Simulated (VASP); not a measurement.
Wanted: the native input for a VASP 6.6.1 run.

```yaml
Task: single point
Functional: PBEsol
Dispersion: D3(BJ)
Potentials_or_basis: VASP PAW PBE potentials, release 64 (P)
Cutoff: 520 eV
k_mesh: 18 × 18 × 18
Occupations: gaussian, width 0.15 eV
Spin: no spin polarisation
Dipole_correction: no
Further_INCAR_settings: ALGO = Normal; EDIFF = 1e-07; NBANDS = 12
```

The structure of P lies in POSCAR:

```
P
1.0
   -1.6915100431      2.5151650373      1.8589441358
    1.6915100431     -2.5151650373      1.8589441358
    1.6915100431      2.5151650373     -1.8589441358
P
2
Direct
    0.8033091100      0.0533091100      0.7500000000
    0.1966908900      0.9466908900      0.2500000000
```

The input as run:

INCAR

```
SYSTEM = P
PREC = Accurate
ENCUT = 520
EDIFF = 1E-7
ISMEAR = 0
SIGMA = 0.15
LREAL = .FALSE.
LASPH = .TRUE.
NELM = 100
ALGO = Normal
ISIF = 2
LWAVE = .FALSE.
LCHARG = .FALSE.
GGA = PS
IVDW = 12
NBANDS = 12
```

KPOINTS

```
regular mesh
0
G
  18 18 18
  0 0 0
```

Potentials or basis: VASP PAW PBE potentials, release 64 (P).

Run with:

```console
$ cat potpaw_PBE.64/P/POTCAR > POTCAR
$ mpirun -np 1 vasp_std > vasp.out
```

It gave:

```yaml
Pressure: -4.5 GPa
Largest_force: 0.377 eV/Å
Band_gap_on_the_k_mesh: zero (bands 5 and 6 overlap by 1.07 eV)
Dispersion_energy_per_atom: -0.357 eV
```

Caveat: the cell stands under tension; the PAW data sets were made with another functional, which shifts forces and pressure a little.

It took 2.6 min on 1 thread of Intel(R) Xeon(R) 6975P-C (Granite Rapids), with other jobs on the host, peak memory 0.36 GiB.
